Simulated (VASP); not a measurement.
ScAl3: single point with PBE

The system is ScAl3.

```
CELL_PARAMETERS angstrom
2.86671 -4.14229 0.00000
2.86671 4.14229 0.00000
0.00000 0.00000 3.04919
ATOMIC_POSITIONS crystal
Sc 0.50000 0.50000 0.00000
Al 0.00000 0.00000 0.00000
Al 0.50000 0.00000 0.50000
Al 0.00000 0.50000 0.50000
```

```yaml
Program: VASP 6.6.1
Task: single point
Functional: PBE
Potentials_or_basis: VASP PAW PBE potentials, release 64 (Sc_sv, Al)
Cutoff: 520 eV
k_mesh: 10 × 10 × 16
Occupations: gaussian, width 0.1 eV
Spin: no spin polarisation
Dipole_correction: no
Further_INCAR_settings: ALGO = Fast; EDIFF = 1e-06; NBANDS = 18
```

The pressure is 0.0 GPa and the band gap on the k mesh is zero (bands 10 and 11 overlap by 2.14 eV).

Levels at points of the mesh, in eV from the Fermi level:
```tsv
k point	band 6	band 7	band 8	band 9	band 10	band 11	band 12	band 13	band 14	band 15
(0.00, 0.00, 0.00)	-4.31	-3.69	-3.03	-2.65	-1.10	-0.72	1.95	2.82	2.97	3.95
(0.50, 0.00, 0.00)	-7.59	-3.66	-3.63	-1.04	0.46	1.06	1.84	2.55	2.88	4.05
(0.50, 0.50, 0.00)	-7.56	-5.18	-4.21	-0.31	0.41	2.34	2.49	2.86	3.03	3.60
(0.00, 0.00, 0.50)	-5.66	-1.97	-1.44	-1.39	0.20	0.22	0.58	0.63	0.81	1.05
(0.50, 0.00, 0.50)	-4.37	-3.84	-3.64	-2.11	-0.46	0.31	0.55	1.13	1.45	3.59
(0.50, 0.50, 0.50)	-3.74	-3.71	-3.68	-2.57	-1.57	-1.08	0.47	1.32	1.87	3.40
```

It took 3.3 min on 1 thread of Intel(R) Xeon(R) Platinum 8488C (Sapphire Rapids), on a shared host, peak memory 0.45 GiB.
